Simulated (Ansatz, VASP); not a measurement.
## Two plane-wave programs on Sr

The input INCAR:

```
SYSTEM = Sr
PREC = Accurate
ENCUT = 500
EDIFF = 1E-6
ISMEAR = 0
SIGMA = 0.1
LREAL = .FALSE.
LASPH = .TRUE.
NELM = 120
ALGO = Normal
ISIF = 2
LWAVE = .FALSE.
LCHARG = .TRUE.
GGA = PE
LELF = .TRUE.
LVHAR = .TRUE.
NBANDS = 11
GGA_COMPAT = .FALSE.
```

Contents of KPOINTS:

```
regular mesh
0
G
  6 6 6
  0 0 0
```

POSCAR

```
Sr
1.0
    0.0000000000      3.0423500000      3.0423500000
    3.0423500000      0.0000000000      3.0423500000
    3.0423500000      3.0423500000      0.0000000000
Sr
1
Direct
    0.0000000000      0.0000000000      0.0000000000
```

Input for Ansatz:

```yaml
crystal:
  lattice:
    - [0.0, 3.04235, 3.04235]
    - [3.04235, 0.0, 3.04235]
    - [3.04235, 3.04235, 0.0]
  atoms:
    - { symbol: Sr, position: [0.0, 0.0, 0.0] }
basis:
  ecutwfc: 420
kpoints:
  mp_grid: { grid: [6, 6, 6] }
hamiltonian:
  xc: pbe
scf:
  occupations: { method: gaussian, width: 0.1 }
output:
  forces: true
  stress: true
  eigenvalues: true
```

Alike in both runs: task single point; functional PBE; k mesh 6 × 6 × 6; occupations gaussian, width 0.1 eV; no spin polarisation.

|  | VASP | Ansatz |
| --- | --- | --- |
| version | VASP 6.6.1 | Ansatz 0.2.0 |
| potentials or method | VASP PAW PBE potentials, release 64 (Sr_sv), cutoff 500 eV | scalar-relativistic, plane waves, PAW |
| valence electrons in the cell | 10 | 10 |

```tsv
	VASP	Ansatz	Ansatz less VASP
gap on the k mesh at the Fermi level (eV)	0.04	0.04	0.000
least direct gap on the mesh (eV)	0.04	0.04	0.000
pressure (GPa)	-0.3	-0.3	0.00
```
